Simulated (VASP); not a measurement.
A run of VASP 6.6.1:

File INCAR:

```
SYSTEM = Ba
PREC = Accurate
ENCUT = 400
EDIFF = 1E-6
ISMEAR = 0
SIGMA = 0.1
LREAL = .False.
LASPH = .True.
NELM = 120
ALGO = Normal
ISIF = 2
LWAVE = .False.
LCHARG = .True.
GGA = CA
LELF = .True.
LVHAR = .True.
NBANDS = 44
GGA_COMPAT = .False.
ISYM = -1
```

File KPOINTS:

```
explicit points
1
Reciprocal
  0.50000000   0.50000000   0.50000000 1
```

File POSCAR:

```
Ba
1.0
    0.0000000000      6.4653300000      6.4653300000
    6.4653300000      0.0000000000      6.4653300000
    6.4653300000      6.4653300000      0.0000000000
Ba
7
Direct
    0.1392883271     -0.0843216046      0.4252508379
    0.1392883271      0.4252508379     -0.0843216046
   -0.1864254415      0.6004728297      0.6004728297
    0.6477393265     -0.0660010394     -0.0660010394
    0.3148064368      0.0987271338      0.6012380652
    0.3148064368      0.6012380652      0.0987271338
    0.6304968965      0.4246337774      0.4246337774
```

Potentials or basis: VASP PAW LDA potentials, release 64 (Ba_sv).

Launch:

```console
$ cat potpaw_LDA.64/Ba_sv/POTCAR > POTCAR
$ mpirun -np 1 vasp_std > vasp.out
```

Hardware: 1 thread of Intel(R) Xeon(R) Platinum 8559C (Emerald Rapids) (shared host).

Q: How long does it take, and how much memory?

A: Run time: 32 s on 1 thread of Intel(R) Xeon(R) Platinum 8559C (Emerald Rapids), with other jobs on the host, peak memory 0.34 GiB. Counts: scf iterations 14, k points 1.
